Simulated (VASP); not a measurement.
Crystal: Sb.

```xyz
1
Lattice="3.1600 0.0000 0.0000 0.0000 3.1600 0.0000 0.0000 0.0000 3.1600" Properties=species:S:1:pos:R:3 pbc="T T T"
Sb    0.0000    0.0000    0.0000
```

- Program: VASP 6.6.1
- Task: relaxation of cell and atoms
- Functional: PBE
- Potentials or basis: VASP PAW PBE potentials, release 64 (Sb)
- Cutoff: 600 eV
- k mesh: 14 × 14 × 14
- Occupations: tetrahedron
- Spin: non-collinear spin, zero start, spin-orbit coupling
- Starting moments: [[0.0, 0.0, 0.0]] μB

At the start: pressure -2.4 GPa; volume 31.55 Å³/atom.

Problem. Where does the relaxation end?

Solution. Over 4 steps the energy falls by 10.9 meV/atom and the volume is 30.06 Å³/atom (-4.7 %); space group Pm-3m (No. 221, to 0.05 Å); moment 0.00 μB per cell.

The path:
```
step  energy change (eV)  largest force (eV/Å)  pressure (GPa)  volume (Å³)
   1              0.0000                0.0000           -2.38        31.55
   2             -0.0083                0.0000            1.14        29.46
   3             -0.0109                0.0000           -0.12        30.13
   4             -0.0109                0.0000           -0.01        30.06
```

Final structure:
```yaml
crystal:
  lattice:
    - [3.10938, 0.00000, 0.00000]
    - [0.00000, 3.10938, 0.00000]
    - [0.00000, 0.00000, 3.10938]
  atoms:
    - { symbol: Sb, position: [0.00000, 0.00000, 0.00000] }
```
